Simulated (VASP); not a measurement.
# Ni (P6_3/mmc) in VASP: single point with r2SCAN

Aim: the single point of Ni with r2SCAN.

Program: VASP 6.6.1. These are calculated values, not measurements. Logs are shortened: lines on timing, memory, paths and dates and some standing lists are left out, and cuts for length are marked.

## Step 1: The cell of the first run

It takes space group P6_3/mmc (No. 194, hexagonal). Conventional cell: a = 2.441 Å, b = 2.441 Å, c = 4.090 Å, α = 90.00°, β = 90.00°, γ = 120.00°. Ni (site symmetry -6m2) has 12 Ni at 2.44 to 2.48 Å within 3.2 Å.

This isn't the form of Ni at room conditions, which is fcc.

## Step 2: Single point, r2SCAN, collinear spin, ferromagnetic start

POSCAR reads:

```
Ni
1.0
    2.4409405941     -0.0000002717      0.0000000000
   -1.2204700618      2.1139186110      0.0000000000
    0.0000000000      0.0000000000      4.0899332977
Ni
2
Direct
    0.3332844246      0.6666688492      0.2500000000
    0.6666155754      0.3333311508      0.7500000000
```

INCAR.step1 reads:

```
PREC = Accurate
ENCUT = 520
ISMEAR = 1
SIGMA = 0.0149
LREAL = False
LASPH = True
NELM = 150
ISPIN = 2
MAGMOM = 2 2
LMAXMIX = 4
NBANDS = 21
GGA = PE
ALGO = Normal
EDIFF = 1E-4
LWAVE = True
LCHARG = False
```

INCAR.step2 reads:

```
PREC = Accurate
ENCUT = 520
EDIFF = 1E-6
ISMEAR = 1
SIGMA = 0.0149
LREAL = False
LASPH = True
NELM = 150
ALGO = Normal
ISIF = 2
LWAVE = False
LCHARG = False
ISPIN = 2
MAGMOM = 2 2
LORBIT = 11
LMAXMIX = 4
METAGGA = R2SCAN
LMIXTAU = True
NBANDS = 21
ISTART = 1
```

KPOINTS reads:

```
Automatic mesh
0
Gamma
  10 10 6
```

Potentials or basis: VASP PAW PBE potentials, release 64 (Ni).

Command:

```bash
cat potpaw_PBE.64/Ni/POTCAR > POTCAR
cp INCAR.step1 INCAR
mpirun -np 1 vasp_std > vasp.out
cp INCAR.step2 INCAR
mpirun -np 1 vasp_std > vasp.out
```

OUTCAR:

```text
PREC = Accurate
   ENCUT = 520
   EDIFF = 1E-6
   ISMEAR = 1
   LREAL = False
   LASPH = True
   NELM = 150
   ISIF = 2
   ISPIN = 2
   LORBIT = 11
   METAGGA = R2SCAN
   ISTART = 1

 ion  position               nearest neighbor table
   1  0.333  0.667  0.250-   2 2.48   2 2.48   2 2.48   2 2.48   2 2.48   2 2.48
   2  0.667  0.333  0.750-   1 2.48   1 2.48   1 2.48   1 2.48   1 2.48   1 2.48

  LATTYP: Found a hexagonal cell.
 ALAT       =     2.4409405941
 C/A-ratio  =     1.6755562620

  Lattice vectors:

 A1 = (   2.4409405941,  -0.0000002717,   0.0000000000)
 A2 = (  -1.2204700618,   2.1139186110,   0.0000000000)
 A3 = (   0.0000000000,   0.0000000000,   4.0899332977)

Analysis of symmetry for initial positions (statically):
=====================================================================
 Subroutine PRICEL returns:
 Original cell was already a primitive cell.

 Routine SETGRP: Setting up the symmetry group for a
 hexagonal supercell.

 Subroutine GETGRP returns: Found 24 space group operations
 (whereof  2 operations were pure point group operations)
 out of a pool of 24 trial point group operations.

The static configuration has the point symmetry C_2 .
 The point group associated with its full space group is D_6h.

Analysis of symmetry for dynamics (positions and initial velocities):
=====================================================================
 Subroutine PRICEL returns:
 Original cell was already a primitive cell.

 Routine SETGRP: Setting up the symmetry group for a
 hexagonal supercell.

 Subroutine GETGRP returns: Found 24 space group operations
 (whereof  2 operations were pure point group operations)
 out of a pool of 24 trial point group operations.

The dynamic configuration has the point symmetry C_2 .
 The point group associated with its full space group is D_6h.

Analysis of structural, dynamic, and magnetic symmetry:
=====================================================================
 Subroutine PRICEL returns:
 Original cell was already a primitive cell.

 Routine SETGRP: Setting up the symmetry group for a
 hexagonal supercell.

 Subroutine GETGRP returns: Found 24 space group operations
 (whereof  2 operations were pure point group operations)
 out of a pool of 24 trial point group operations.

The overall configuration has the point symmetry C_2 .
 The point group associated with its full space group is D_6h.

 Subroutine INISYM returns: Found 24 space group operations
 (whereof  2 operations are pure point group operations),
 and found     1 'primitive' translations

[... 115 lines left out ...]
  volume/ion in A,a.u.               =      10.55        71.21
  Fermi-wavevector in a.u.,A,eV,Ry     =   1.608043  3.038760 35.181968  2.585802
  Thomas-Fermi vector in A             =   2.703975
   LORBIT       =     11    0 simple, 1 ext, 2 COOP (PROOUT), +10 PAW based schemes
   METAGGA = R2SCAN    functional components
   LHFCALC =     F    Hartree Fock is set to
   AEXX    =    0.0000 exact exchange contribution
   IVDW    =     0    specifies the selected vdW correction
   LEPSILON=     F    determine dielectric tensor
   LRPA    =     F    only Hartree local field effects (RPA)
 spin polarized calculation
 Methfessel and Paxton  Order N= 1 SIGMA  =   0.01
  energy-cutoff  :      520.00
  volume of cell :       21.10
 maximum number of plane-waves:       592
   NGX =  9   NGY =  9   NGZ = 15

 number of electron      19.9999996 magnetization       1.3583474

 Free energy of the ion-electron system (eV)
  ---------------------------------------------------
  ext. energy  EPLUGINS =         0.00000000
  ---------------------------------------------------
  free energy    TOTEN  =       -23.82009203 eV

  energy without entropy =      -23.82006140  energy(sigma->0) =      -23.82008182

 E-fermi :   9.7178     XC(G=0): -14.5863

 val. band max:        9.7171950511   @ k =   0.3000   0.3000   0.0000
 cond. band min:       9.7376143082   @ k =   0.2000  -0.0000   0.3333
 fundamental gap:      0.0204192570
 Fermi energy:         9.7177780346

 spin component 1

 k-point     1 :       0.0000    0.0000    0.0000
  band No.  band energies     occupation
      1       0.1345      1.00000
      2       4.2718      1.00000
      3       6.6268      1.00000
      4       6.8864      1.00000
      5       6.8866      1.00000
      6       7.1411      1.00000
[... 565 lines left out ...]
     20      35.7729      0.00000
     21      39.5385      0.00000

 [... further k-points ...]

 spin component 2

 k-point     1 :       0.0000    0.0000    0.0000
  band No.  band energies     occupation
      1      -0.1155      1.00000
      2       5.0045      1.00000
      3       8.0200      1.00000
      4       8.0202      1.00000
      5       8.1250      1.00000
      6       8.3066      1.00000
[... 565 lines left out ...]
     20      36.0177      0.00000
     21      39.6410      0.00000

 [... further k-points ...]

------------------------ aborting loop because EDIFF is reached ----------------------------------------

  FORCE on cell =-STRESS in cart. coord.  units (eV):
  Direction    XX          YY          ZZ          XY          YZ          ZX
  --------------------------------------------------------------------------------------
  -------------------------------------------------------------------------------------
  Total        0.0510051      0.0510052      0.0179838     -0.0000000      0.0000000      0.0000000
  in kB        3.8722410      3.8722480      1.3653088     -0.0000000      0.0000000      0.0000000
  external PRESSURE =       3.0365993 kB  Pullay stress =       0.0000000 kB

 VOLUME and BASIS-vectors are now :
 -----------------------------------------------------------------------------
  energy-cutoff  :      520.00
  volume of cell :       21.10
      direct lattice vectors                 reciprocal lattice vectors
     2.440940594 -0.000000272  0.000000000     0.409678165  0.236527524  0.000000000
    -1.220470062  2.113918611  0.000000000     0.000000053  0.473055140  0.000000000
     0.000000000  0.000000000  4.089933298     0.000000000  0.000000000  0.244502765

 POSITION                                       TOTAL-FORCE (eV/Angst)
 -----------------------------------------------------------------------------------
     -0.00012      1.40928      1.02248        -0.000000      0.000000      0.000000
      1.22035      0.70463      3.06745         0.000000     -0.000000      0.000000
 -----------------------------------------------------------------------------------
    total drift:                               -0.000384     -0.000003      0.000000

  FREE ENERGIE OF THE ION-ELECTRON SYSTEM (eV)
  ---------------------------------------------------
  free  energy   TOTEN  =       -23.8200920291 eV

  energy  without entropy=      -23.8200613956  energy(sigma->0) =      -23.82008182

 total charge

# of ion       s       p       d       tot
------------------------------------------
    1        0.525   0.542   8.339   9.405
    2        0.525   0.542   8.339   9.405
--------------------------------------------------
tot          1.050   1.084  16.677  18.810

 magnetization (x)

# of ion       s       p       d       tot
------------------------------------------
    1       -0.010  -0.044   0.753   0.699
    2       -0.010  -0.044   0.753   0.699
--------------------------------------------------
tot         -0.020  -0.088   1.506   1.397
```

OUTCAR.step1:

```text
PREC = Accurate
   ENCUT = 520
   ISMEAR = 1
   LREAL = False
   LASPH = True
[... 1398 lines left out ...]
     -0.00012      1.40928      1.02248        -0.000000      0.000000      0.000000
      1.22035      0.70463      3.06745         0.000000     -0.000000      0.000000
 -----------------------------------------------------------------------------------
    total drift:                               -0.000330     -0.000002      0.000000

  FREE ENERGIE OF THE ION-ELECTRON SYSTEM (eV)
  ---------------------------------------------------
  free  energy   TOTEN  =       -10.8741612318 eV

  energy  without entropy=      -10.8742196955  energy(sigma->0) =      -10.87418072
```

Wall time 4 min (1 thread of Intel Xeon 8259CL, shared host); peak memory 0.17 GiB.

What came out:

| Property | Result |
| --- | --- |
| Free energy | -23.8201 eV |
| Pressure | 0.3 GPa |
| Net moment | 1.36 μB per cell |
| Site moments | Ni +0.70 μB |
| Valence electrons inside the program's atomic spheres | Ni 9.40 |

Caveat: the PAW data sets were made with another functional, which shifts forces and pressure a little.
